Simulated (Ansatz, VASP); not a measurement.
## TePb: VASP beside Ansatz

```
Te Pb
1.0
     0.00000    3.23100    3.23100
     3.23100    0.00000    3.23100
     3.23100    3.23100    0.00000
Te Pb
1 1
Direct
  0.49698 0.50822 0.49772
  0.00773 0.99633 0.99801
```

Alike in both runs: task single point; functional PBE; k mesh 4 × 4 × 4; no spin polarisation.

```csv
,VASP,Ansatz
version,VASP 6.6.1,Ansatz 0.2.0
potentials or method,"VASP PAW PBE potentials, release 64 (Te, Pb_d), cutoff 520 eV","plane waves, PAW"
occupations,"gaussian, width 0.01 eV",fixed
valence electrons in the cell,20,30
```

VASP gave:

| Property | Result |
| --- | --- |
| pressure (GPa) | 2.1 |
| rms of the force components (eV/Å) | 0.004 |

Task: Which values does Ansatz return?

Result: Pressure (GPa): 2.2; rms of the force components (eV/Å): 0.004.

Atom by atom the forces differ by 0.000 eV/Å (rms over components). VASP's potentials hold 20 valence electrons a cell and Ansatz's 30, so a difference there can come from the potentials and not from the codes. Ansatz's warnings: stress scf threshold loose.

The k mesh is coarse, so the values compare programs but aren't converged. Neither program's run includes spin-orbit coupling.
